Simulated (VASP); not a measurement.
Wanted: the native input for a VASP 6.6.1 run.

```yaml
Task: single point
Functional: r2SCAN
Potentials_or_basis: VASP PAW PBE potentials, release 64 (Cu, Cl)
Cutoff: 660 eV
k_mesh: 4 × 4 × 4
Occupations: gaussian, width 0.01 eV
Spin: no spin polarisation
Dipole_correction: no
Further_INCAR_settings: ALGO = Normal; EDIFF = 1e-06; NBANDS = 16
```

CuCl:

```
Cu Cl
1.0
     0.00000    2.71000    2.71000
     2.71000    0.00000    2.71000
     2.71000    2.71000    0.00000
Cu Cl
1 1
Direct
  0.00000 0.00000 0.00000
  0.25000 0.25000 0.25000
```

The input as run:

POSCAR

```
CuCl
1.0
    0.0000000000      2.7100000000      2.7100000000
    2.7100000000      0.0000000000      2.7100000000
    2.7100000000      2.7100000000      0.0000000000
Cu Cl
1 1
Direct
    0.0000000000      0.0000000000      0.0000000000
    0.2500000000      0.2500000000      0.2500000000
```

INCAR.step1

```
SYSTEM = CuCl
PREC = Accurate
ENCUT = 660
ISMEAR = 0
SIGMA = 0.01
LREAL = .False.
LASPH = .True.
NELM = 120
NBANDS = 16
GGA = PE
ALGO = Normal
EDIFF = 1E-5
LWAVE = .True.
LCHARG = .False.
GGA_COMPAT = .False.
```

INCAR.step2

```
SYSTEM = CuCl
PREC = Accurate
ENCUT = 660
EDIFF = 1E-6
ISMEAR = 0
SIGMA = 0.01
LREAL = .False.
LASPH = .True.
NELM = 120
ALGO = Normal
ISIF = 2
LWAVE = .False.
LCHARG = .True.
METAGGA = R2SCAN
LMIXTAU = .True.
LELF = .True.
LVHAR = .True.
NBANDS = 16
ISTART = 1
GGA_COMPAT = .False.
```

KPOINTS

```
Automatic mesh
0
Gamma
  4 4 4
  0 0 0
```

Potentials or basis: VASP PAW PBE potentials, release 64 (Cu, Cl).

The run is started by

```bash
$ cat potpaw_PBE.64/Cu/POTCAR potpaw_PBE.64/Cl/POTCAR > POTCAR
$ cp INCAR.step1 INCAR
$ mpirun -np 1 vasp_std > vasp.out
$ cp INCAR.step2 INCAR
$ mpirun -np 1 vasp_std > vasp.out
```

It gave:

* Pressure: -1.7 GPa
* Band gap on the k mesh: 0.88 eV

Caveat: the k points lie up to 0.50 Å⁻¹ apart; the PAW data sets were made with another functional, which shifts forces and pressure a little.

It took 34 s on 1 thread of AMD EPYC 7R43 64-Core Processor (Zen 3), with other jobs on the host, peak memory 0.15 GiB.
